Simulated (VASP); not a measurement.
Set up this calculation in VASP 6.6.1, as the native input.

```yaml
Task: single point
Functional: HSE06
Potentials_or_basis: VASP PAW PBE potentials, release 64 (Ge_d)
Cutoff: 520 eV
k_mesh: 6 × 6 × 6
Occupations: fermi-dirac, width 0.05 eV
Spin: no spin polarisation
Dipole_correction: no
Grid_for_exact_exchange_PRECFOCK: Normal
Further_INCAR_settings: ALGO = Normal; EDIFF = 1e-06; NBANDS = 13
Screening_parameter: 0.2079 1/Å
```

Crystal: Ge.

```xyz
1
Lattice="1.3686 -2.5474 0.0000 1.3686 2.5474 0.0000 0.0000 0.0000 2.6431" Properties=species:S:1:pos:R:3 pbc="T T T"
Ge    1.3686    0.0000    0.0000
```

One way to write it, as run:

POSCAR

```
Ge
1.0
    1.3686277522     -2.5474293491      0.0000000000
    1.3686277522      2.5474293491      0.0000000000
    0.0000000000      0.0000000000      2.6431496057
Ge
1
Direct
    0.5000000000      0.5000000000      0.0000000000
```

INCAR.step1

```
PREC = Accurate ; ENCUT = 520
EDIFF = 1E-5 ; ISMEAR = -1
SIGMA = 0.05 ; LREAL = F
LASPH = T ; NELM = 100
ALGO = Normal ; ISIF = 2
LWAVE = T ; LCHARG = F
GGA = PE ; NBANDS = 13
```

INCAR.step2

```
PREC = Accurate ; ENCUT = 520
EDIFF = 1E-6 ; ISMEAR = -1
SIGMA = 0.05 ; LREAL = F
LASPH = T ; NELM = 100
ALGO = Normal ; ISIF = 2
LWAVE = F ; LCHARG = F
GGA = PE ; LHFCALC = T
HFSCREEN = 0.2079 ; PRECFOCK = Normal
ISTART = 1 ; NBANDS = 13
```

KPOINTS

```
regular mesh
0
Gamma
  6 6 6
```

Potentials or basis: VASP PAW PBE potentials, release 64 (Ge_d).

The run is started by

```bash
$ cat potpaw_PBE.64/Ge_d/POTCAR > POTCAR
$ cp INCAR.step1 INCAR
$ mpirun -np 1 vasp_std > vasp.out
$ cp INCAR.step2 INCAR
$ mpirun -np 1 vasp_std > vasp.out
```

It gave:

```json
{
 "Pressure": "1.9 GPa",
 "Band gap on the k mesh": "zero (band 7 reaches 14.65 eV, above the bottom of band 8 at 2.96 eV)"
}
```

Caveat: the k points lie up to 0.43 Å⁻¹ apart; the PAW data sets were made with another functional, which shifts forces and pressure a little.

Run time: 55 min on 1 thread of AMD EPYC 7R43 64-Core Processor (Zen 3), with other jobs on the host, peak memory 0.21 GiB.
